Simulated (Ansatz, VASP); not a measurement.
This is a calculation of CsPbBr3 for Ansatz 0.2.0.

The input input.yaml:

```yaml
crystal:
  lattice:
    - [5.9472457004, 0.0, 0.0]
    - [0.0, 5.9472457004, 0.0]
    - [0.0, 0.0, 5.9472457004]
  atoms:
    - { symbol: Pb, position: [0.5, 0.5, 0.5] }
    - { symbol: Cs, position: [0.0, 0.0, 0.0] }
    - { symbol: Br, position: [0.5, 0.5, 0.0] }
    - { symbol: Br, position: [0.5, 0.0, 0.5] }
    - { symbol: Br, position: [0.0, 0.5, 0.5] }
hamiltonian:
  xc: lda
  pseudopotentials: { kind: paw }
kpoints:
  mp_grid: { grid: [5, 5, 5] }
scf:
  occupations: { method: fermi_dirac, width: 0.05 }
output:
  forces: true
  stress: true
  eigenvalues: true
```

Potentials or basis: Ansatz PAW.

Run with:

```bash
$ ansatz run input.yaml --threads 1 --pin off --max-ram 3584MiB --backend cpu --events-out ev --progress --plain --runs-dir out
```

Q: Translate it to VASP 6.6.1. Potentials there: VASP PAW LDA potentials, release 64 (Pb_d, Cs_sv, Br).

A: As run (the cutoff follows the program's own potentials):

Contents of INCAR:

```
PREC = Accurate
ENCUT = 520
EDIFF = 1E-6
ISMEAR = -1
SIGMA = 0.05
LREAL = F
LASPH = T
NELM = 100
ALGO = Normal
ISIF = 2
LWAVE = F
LCHARG = F
GGA = CA
NBANDS = 30
```

KPOINTS

```
regular mesh
0
Gamma
  5 5 5
```

POSCAR

```
CsPbBr3
1.0
    5.9472457004      0.0000000000      0.0000000000
    0.0000000000      5.9472457004      0.0000000000
    0.0000000000      0.0000000000      5.9472457004
Pb Cs Br
1 1 3
Direct
    0.5000000000      0.5000000000      0.5000000000
    0.0000000000      0.0000000000      0.0000000000
    0.5000000000      0.5000000000      0.0000000000
    0.5000000000      0.0000000000      0.5000000000
    0.0000000000      0.5000000000      0.5000000000
```

Potentials or basis: VASP PAW LDA potentials, release 64 (Pb_d, Cs_sv, Br).

Command:

```bash
$ cat potpaw_LDA.64/Pb_d/POTCAR potpaw_LDA.64/Cs_sv/POTCAR potpaw_LDA.64/Br/POTCAR > POTCAR
$ mpirun -np 1 vasp_std > vasp.out
```

Both were run:

|  | VASP | Ansatz | Ansatz less VASP |
| --- | --- | --- | --- |
| gap on the k mesh at the Fermi level (eV) | 2.58 | 2.60 | +0.019 |
| least direct gap on the mesh (eV) | 2.58 | 2.60 | +0.019 |
| pressure (GPa) | -1.9 | -1.9 | -0.03 |

LDA's correlation is that of Perdew and Zunger in VASP and of Perdew and Wang (1992) in Ansatz.

Neither program's run includes spin-orbit coupling. Noted on Ansatz's run: odd divisions of the mesh miss points on the zone boundary, where band edges often lie, so the gap on the mesh can be too wide.
